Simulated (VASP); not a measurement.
# HgTe in VASP: notebook, part 2 of 2

VASP 6.6.1. The steps go on from the part before.

## 4. Single point, PBE

This run uses another cell than the first one, of 36.37 Å³/atom.

Input file INCAR:

```
PREC     = Accurate       # precision mode
ENCUT    = 520            # plane-wave cutoff, eV
EDIFF    = 1E-6           # SCF threshold, eV
ISMEAR   = 0              # smearing method
SIGMA    = 0.05           # smearing width, eV
LREAL    = F              # projectors in reciprocal space
LASPH    = T              # aspherical terms in the spheres
NELM     = 100            # most SCF steps
ALGO     = Normal         # electronic algorithm
ISIF     = 2              # what is computed and relaxed
LWAVE    = F              # write WAVECAR
LCHARG   = F              # write CHGCAR
GGA      = PE             # functional
NBANDS   = 16             # bands
```

Input file KPOINTS:

```
Automatic mesh
0
Gamma
  10 10 10
```

Input file POSCAR:

```
HgTe
1.0
    0.0000000000      3.2909749329      3.3242171039
    3.3242171039      0.0000000000      3.3242171039
    3.3242171039      3.2909749329      0.0000000000
Hg Te
1 1
Direct
    0.0000000000      0.0000000000      0.0000000000
    0.2500000000      0.2500000000      0.2500000000
```

Potentials or basis: VASP PAW PBE potentials, release 64 (Hg, Te).

The run is started by

```
cat potpaw_PBE.64/Hg/POTCAR potpaw_PBE.64/Te/POTCAR > POTCAR
mpirun -np 1 vasp_std > vasp.out
```

OUTCAR:

```text
PREC = Accurate
   ENCUT = 520
   EDIFF = 1E-6
   ISMEAR = 0
   LREAL = F
   LASPH = T
   NELM = 100
   ISIF = 2
   GGA = PE

 ion  position               nearest neighbor table
   1  0.000  0.000  0.000-   2 2.87   2 2.87   2 2.87   2 2.87
   2  0.250  0.250  0.250-   1 2.87   1 2.87   1 2.87   1 2.87

  LATTYP: Found a body centered tetragonal cell.
 ALAT       =     4.7011529126
 C/A-ratio  =     1.4000714268

  Lattice vectors:

 A1 = (   0.0000000000,  -3.2909749329,   3.3242171039)
 A2 = (   0.0000000000,  -3.2909749329,  -3.3242171039)
 A3 = (   3.3242171039,   3.2909749329,   0.0000000000)

Analysis of symmetry for initial positions (statically):
=====================================================================
 Subroutine PRICEL returns:
 Original cell was already a primitive cell.

 Routine SETGRP: Setting up the symmetry group for a
 body centered tetragonal supercell.

 Subroutine GETGRP returns: Found  8 space group operations
 (whereof  8 operations were pure point group operations)
 out of a pool of 16 trial point group operations.

The static configuration has the point symmetry D_2d.

Analysis of symmetry for dynamics (positions and initial velocities):
=====================================================================
 Subroutine PRICEL returns:
 Original cell was already a primitive cell.

 Routine SETGRP: Setting up the symmetry group for a
 body centered tetragonal supercell.

 Subroutine GETGRP returns: Found  8 space group operations
 (whereof  8 operations were pure point group operations)
 out of a pool of 16 trial point group operations.

The dynamic configuration has the point symmetry D_2d.

 Subroutine INISYM returns: Found  8 space group operations
[... 111 lines left out ...]
   EFERMI =   0.00;   METHOD = LEGACY
   ISMEAR =     0;   SIGMA  =   0.05  broadening in eV -4-tet -1-fermi 0-gaus
   EFERMI_NEDOS =   21; number of points for ismear=-14 and -15
   IALGO  =     38    algorithm
   IMIX   =      4    mixing-type and parameters
     AMIX     =   0.40;   BMIX     =  1.00
     AMIX_MAG =   1.60;   BMIX_MAG =  1.00
  volume/ion in A,a.u.               =      36.37       245.41
  Fermi-wavevector in a.u.,A,eV,Ry     =   1.027830  1.942317 14.373660  1.056434
  Thomas-Fermi vector in A             =   2.161795
   LORBIT       =      0    0 simple, 1 ext, 2 COOP (PROOUT), +10 PAW based schemes
   GGA     = PE    functional components
   LHFCALC =     F    Hartree Fock is set to
   AEXX    =    0.0000 exact exchange contribution
   IVDW    =     0    specifies the selected vdW correction
   LEPSILON=     F    determine dielectric tensor
   LRPA    =     F    only Hartree local field effects (RPA)
 non-spin polarized calculation
 Gauss-broadening in eV      SIGMA  =   0.05
  energy-cutoff  :      520.00
  volume of cell :       72.73
 maximum number of plane-waves:      1978
   NGX = 17   NGY = 17   NGZ = 17

 number of electron      17.9999999 magnetization

 Free energy of the ion-electron system (eV)
  ---------------------------------------------------
  ext. energy  EPLUGINS =         0.00000000
  ---------------------------------------------------
  free energy    TOTEN  =        -3.64984219 eV

  energy without entropy =       -3.64976843  energy(sigma->0) =       -3.64980531

 E-fermi :   2.3577     XC(G=0):  -8.4076

 val. band max:        2.3306014323   @ k =   0.0000   0.0000   0.0000
 cond. band min:       2.3614341419   @ k =   0.0000   0.0000   0.0000
 fundamental gap:      0.0308327096
 Fermi energy:         2.3577489881

 k-point     1 :       0.0000    0.0000    0.0000
  band No.  band energies     occupation
      1      -9.1419      2.00000
      2      -4.6063      2.00000
      3      -4.6063      2.00000
      4      -4.6043      2.00000
      5      -4.1644      2.00000
      6      -4.1589      2.00000
[... 433 lines left out ...]
      3      -4.3964      2.00000
      4      -4.3610      2.00000
      5      -4.1225      2.00000
      6      -4.0712      2.00000
[... 8 lines left out ...]
     15      12.4962      0.00000
     16      13.5676      0.00000

 [... further k-points ...]

------------------------ aborting loop because EDIFF is reached ----------------------------------------

  FORCE on cell =-STRESS in cart. coord.  units (eV):
  Direction    XX          YY          ZZ          XY          YZ          ZX
  --------------------------------------------------------------------------------------
  -------------------------------------------------------------------------------------
  Total        0.1772877      0.2415377      0.1772877      0.0000000      0.0000000      0.0000000
  in kB        3.9053121      5.3206195      3.9053121      0.0000000      0.0000000      0.0000000
  external PRESSURE =       4.3770812 kB  Pullay stress =       0.0000000 kB

 VOLUME and BASIS-vectors are now :
 -----------------------------------------------------------------------------
  energy-cutoff  :      520.00
  volume of cell :       72.73
      direct lattice vectors                 reciprocal lattice vectors
     0.000000000  3.290974933  3.324217104    -0.150411355  0.151930662  0.150411355
     3.324217104  0.000000000  3.324217104     0.150411355 -0.151930662  0.150411355
     3.324217104  3.290974933  0.000000000     0.150411355  0.151930662 -0.150411355

 POSITION                                       TOTAL-FORCE (eV/Angst)
 -----------------------------------------------------------------------------------
      0.00000      0.00000      0.00000        -0.000000     -0.000000     -0.000000
      1.66211      1.64549      1.66211         0.000000      0.000000      0.000000
 -----------------------------------------------------------------------------------
    total drift:                                0.000000     -0.000000      0.000000

  FREE ENERGIE OF THE ION-ELECTRON SYSTEM (eV)
  ---------------------------------------------------
  free  energy   TOTEN  =        -3.6498421852 eV

  energy  without entropy=       -3.6497684295  energy(sigma->0) =       -3.64980531
```

OSZICAR:

```text
N       E                     dE             d eps       ncg     rms          rms(c)
DAV:   1     0.104710166942E+03    0.10471E+03   -0.79004E+03  3280   0.960E+02
DAV:   2    -0.141349362716E+00   -0.10485E+03   -0.97795E+02  3800   0.224E+02
DAV:   3    -0.381711382404E+01   -0.36758E+01   -0.36668E+01  4056   0.438E+01
DAV:   4    -0.385185052079E+01   -0.34737E-01   -0.34734E-01  4864   0.383E+00
DAV:   5    -0.385194763779E+01   -0.97117E-04   -0.97116E-04  4376   0.187E-01    0.650E+00
DAV:   6    -0.365622129388E+01    0.19573E+00   -0.38697E-01  3824   0.799E+00    0.527E+00
DAV:   7    -0.365024711257E+01    0.59742E-02   -0.87256E-02  3864   0.196E+00    0.207E+00
DAV:   8    -0.364977348379E+01    0.47363E-03   -0.85912E-03  3680   0.103E+00    0.466E-01
DAV:   9    -0.364979955614E+01   -0.26072E-04   -0.70628E-04  4376   0.294E-01    0.944E-02
DAV:  10    -0.364982900573E+01   -0.29450E-04   -0.85566E-05  3952   0.802E-02    0.455E-02
DAV:  11    -0.364984300615E+01   -0.14000E-04   -0.25732E-05  4112   0.343E-02    0.219E-02
DAV:  12    -0.364984218517E+01    0.82098E-06   -0.30141E-06  3848   0.111E-02
   1 F= -.36498422E+01 E0= -.36498053E+01  d E =-.737557E-04
```

Run time: 43 s. Hardware: 1 thread of Intel Xeon 6975P-C (Granite Rapids), shared host; peak memory 0.28 GiB.

What came out:

| Item | Value |
| --- | --- |
| Free energy | -3.6498 eV |
| Pressure | 0.4 GPa |
| Band gap on the k mesh | 0.03 eV |

Stress tensor (GPa, compression positive):
```
0.39 0.00 0.00
0.00 0.53 0.00
0.00 0.00 0.39
```

Levels at points of the mesh, in eV from the valence-band top:
```
           k point  band 7  band 8  band 9  band 10  band 11  band 12
(0.00, 0.00, 0.00)   -0.89    0.00    0.00     0.03     4.37     4.37
(0.50, 0.00, 0.00)   -5.01   -0.86   -0.82     0.71     5.09     5.14
(0.50, 0.50, 0.00)   -5.04   -1.96   -1.94     1.94     2.70     7.95
(0.50, 0.00, 0.50)   -5.00   -1.98   -1.98     1.88     2.67     8.01
```

Caveat: spin-orbit coupling is left out, which moves the levels of the heavy elements. A k mesh can miss the band edges.

## 5. Single point, PBE (atom 2 (Te) moved 0.12 Å along z)

Input file INCAR:

```
SYSTEM = HgTe
PREC = Accurate
ENCUT = 520
EDIFF = 1E-7
ISMEAR = 0
SIGMA = 0.05
LREAL = .False.
LASPH = .True.
NELM = 60
ALGO = Normal
ISIF = 2
LWAVE = .False.
LCHARG = .False.
GGA = PE
NBANDS = 16
```

Input file KPOINTS:

```
regular mesh
0
Gamma
  10 10 10
  0 0 0
```

Input file POSCAR:

```
HgTe
1.0
    0.0000000000      3.3242171039      3.3242171039
    3.3242171039      0.0000000000      3.3242171039
    3.3242171039      3.3242171039      0.0000000000
Hg Te
1 1
Direct
    0.0000000000      0.0000000000      0.0000000000
    0.2680493626      0.2680493626      0.2319506374
```

The run is started by

```
cat potpaw_PBE.64/Hg/POTCAR potpaw_PBE.64/Te/POTCAR > POTCAR
mpirun -np 1 vasp_std > vasp.out
```

It took 72 s on 1 thread of Intel Xeon 6975P-C (Granite Rapids), shared host; peak memory 0.36 GiB.

It converged, with:

* Free energy: -3.6318 eV
* Pressure: 0.3 GPa
* Largest force: 0.326 eV/Å

Forces on the atoms (eV/Å):
```
Hg   0.000  0.000  0.326
Te   0.000  0.000 -0.326
```

Stress tensor (GPa, compression positive):
```
 0.31 -0.94  0.00
-0.94  0.31  0.00
 0.00  0.00  0.16
```

Levels at points of the mesh, in eV from the Fermi level:
| k point | band 5 | band 6 | band 7 | band 8 | band 9 | band 10 | band 11 | band 12 | band 13 | band 14 |
| --- | --- | --- | --- | --- | --- | --- | --- | --- | --- | --- |
| (0.00, 0.00, 0.00) | -6.52 | -6.51 | -0.97 | -0.12 | -0.01 | 0.00 | 4.28 | 4.33 | 4.44 | 6.46 |
| (0.50, 0.00, 0.00) | -6.50 | -6.30 | -5.15 | -1.03 | -0.78 | 0.82 | 4.90 | 5.35 | 6.84 | 7.71 |
| (0.00, 0.00, 0.50) | -6.47 | -6.23 | -4.83 | -0.95 | -0.71 | 0.53 | 4.79 | 5.25 | 6.68 | 7.73 |
| (0.50, 0.50, 0.00) | -6.47 | -6.15 | -5.00 | -1.99 | -1.95 | 1.80 | 2.73 | 7.88 | 8.32 | 8.66 |
| (0.00, 0.50, 0.50) | -6.46 | -6.16 | -5.03 | -1.97 | -1.95 | 1.87 | 2.65 | 7.88 | 8.48 | 8.49 |

Caveat: the cell differs from its parent crystal (atom 2 (Te) moved 0.12 Å along z); spin-orbit coupling is left out, which moves the levels of the heavy elements.

## 6. Summary

| level | cell | gap on the mesh (eV) | pressure (GPa) |
| --- | --- | --- | --- |
| PBE | a = 4.853 Å, angles 60.0°, 2 atoms, atomic positions A | none | -2.5 |
| r2SCAN | a = 4.701 Å, angles 60.0°, 2 atoms, atomic positions A | none | -1.2 |
| PBE | a = 4.678, b = 4.701 Å, angles 59.8, 60.3, 59.8°, 2 atoms, atomic positions A | 0.03 | 0.4 |
| PBE | a = 4.701 Å, angles 60.0°, 2 atoms, atomic positions B | - | 0.3 |

Alike in all rows: task single point; potentials or basis VASP PAW PBE potentials, release 64 (Hg, Te); no spin polarisation; k mesh 10 × 10 × 10; cutoff (eV) 520; smearing gaussian 0.05 eV.

Caveats: spin-orbit coupling is left out, which moves the levels of the heavy elements; semilocal functionals underestimate gaps, so a narrow gap can read as zero (at least some runs); the PAW data sets were made with another functional, which shifts forces and pressure a little (at least some runs).

Total energies depend on the potentials used, so only differences within one code and one set of settings carry meaning.
